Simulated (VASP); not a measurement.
Runs of VASP 6.6.1 on GaN. Symmetry: F-43m, No. 216, cubic system. Conventional cell: a = 4.507 Å, b = 4.507 Å, c = 4.507 Å, α = 90.00°, β = 90.00°, γ = 90.00°. Ga (site symmetry -43m) has 4 N at 1.95 Å within 2.6 Å. N (site symmetry -43m) has 4 Ga at 1.95 Å within 2.6 Å. 

```tsv
level	potentials or basis	cutoff (eV)	gap on the mesh (eV)	pressure (GPa)
PBE	VASP PAW PBE potentials, release 64 (Ga_d, N)	600	(a)	4.9
LDA	VASP PAW LDA potentials, release 64 (Ga_d, N)	600	1.75	(b)
RPBE	VASP PAW PBE potentials, release 64 (Ga_d, N)	600	1.78	8.9
PBEsol	VASP PAW PBE potentials, release 64 (Ga_d, N)	600	1.68	-1.5
r2SCAN	VASP PAW PBE potentials, release 64 (Ga_d, N)	660	(c)	-0.1
```

Alike in all rows: task single point; no spin polarisation; cell as given; k mesh 8 × 8 × 8; smearing gaussian 0.01 eV.

**Question.** Estimate the missing entries.

**Answer.** (a) 1.72; (b) -5.6; (c) 2.12.

Caveats: the PAW data sets were made with another functional, which shifts forces and pressure a little (at least some runs); the cell stands under pressure (at least some runs); the cell stands under tension (at least some runs).

A k mesh can miss the band edges, and the runs leave out spin-orbit coupling on Ga.
